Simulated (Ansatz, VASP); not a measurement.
# One calculation of Pb, two programs

```
Pb
1.0
     0.00000    2.51943    2.51943
     2.51943    0.00000    2.51943
     2.51943    2.51943    0.00000
Pb
1
Direct
  0.00000 0.00000 0.00000
```

Alike in both runs: functional PBE; k mesh 8 × 8 × 8; occupations gaussian, width 0.1 eV; no spin polarisation.

Ansatz relaxed the structure, and its values are those at the end. VASP's run is a single point on that final structure, the one shown.

|  | VASP | Ansatz |
| --- | --- | --- |
| version | VASP 6.6.1 | Ansatz 0.2.0 |
| potentials or method | VASP PAW PBE potentials, release 64 (Pb_d), cutoff 500 eV | scalar-relativistic, plane waves, PAW |
| valence electrons in the cell | 14 | 14 |

VASP gave:

```
gap on the k mesh at the Fermi level (eV) : none
pressure (GPa)                            : 0.0
```

Problem. Which values does Ansatz return?

Solution. gap on the k mesh at the Fermi level (eV): none; pressure (GPa): 0.1.

A gap of «none» marks a metal or a gap that the smearing closes.

Neither program's run includes spin-orbit coupling.
